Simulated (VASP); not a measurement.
## CuSi3: relaxation of cell and atoms with PBE

CuSi3:

```
Si Cu
1.0
     3.82924    0.00000    0.00000
     0.00000    3.82924    0.00000
     0.00000    0.00000    3.82924
Si Cu
3 1
Cartesian
  0.0000 1.9146 1.9146
  1.9146 0.0000 1.9146
  1.9146 1.9146 0.0000
  0.0000 0.0000 0.0000
```

| Item | Value |
| --- | --- |
| Program | VASP 6.6.1 |
| Task | relaxation of cell and atoms |
| Functional | PBE |
| Potentials or basis | VASP PAW PBE potentials, release 64 (Si, Cu) |
| Cutoff | 600 eV |
| k mesh | 12 × 12 × 12 |
| Occupations | gaussian, width 0.1 eV |
| Spin | no spin polarisation |
| Dipole correction | no |
| Further INCAR settings | ALGO = Normal; EDIFF = 1e-06; IBRION = 2; EDIFFG = -0.01; NSW = 100; ISIF = 3 |

The pressure after relaxing is -0.1 GPa. The band gap on the k mesh is zero (an odd number of electrons rules out a gap without spin polarisation).

Final structure:
```
CELL_PARAMETERS angstrom
3.82924 0.00000 0.00000
0.00000 3.82924 0.00000
0.00000 0.00000 3.82924
ATOMIC_POSITIONS crystal
Si 0.00000 0.50000 0.50000
Si 0.50000 0.00000 0.50000
Si 0.50000 0.50000 0.00000
Cu 0.00000 0.00000 0.00000
```

Levels at points of the mesh, in eV from the Fermi level:
| k point | band 9 | band 10 | band 11 | band 12 | band 13 | band 14 | band 15 |
| --- | --- | --- | --- | --- | --- | --- | --- |
| (0.00, 0.00, 0.00) | -3.54 | -1.71 | -1.71 | -1.15 | 3.57 | 3.57 | 3.57 |
| (0.50, 0.00, 0.00) | -1.35 | -1.35 | -1.32 | -1.32 | -0.40 | 1.01 | 1.11 |
| (0.50, 0.50, 0.00) | -3.16 | -0.77 | 0.76 | 1.12 | 1.12 | 1.37 | 1.37 |
| (0.50, 0.50, 0.50) | -3.28 | -2.64 | -2.60 | -2.60 | -2.60 | 8.87 | 8.87 |

Run time: 30 s on 1 thread of Intel(R) Xeon(R) 6975P-C (Granite Rapids), with other jobs on the host, peak memory 0.23 GiB.

Caveat: the relaxation stopped at its first step, so nothing moved; an odd number of electrons without spin polarisation forces a metal; a magnetic or distorted state may lie lower.
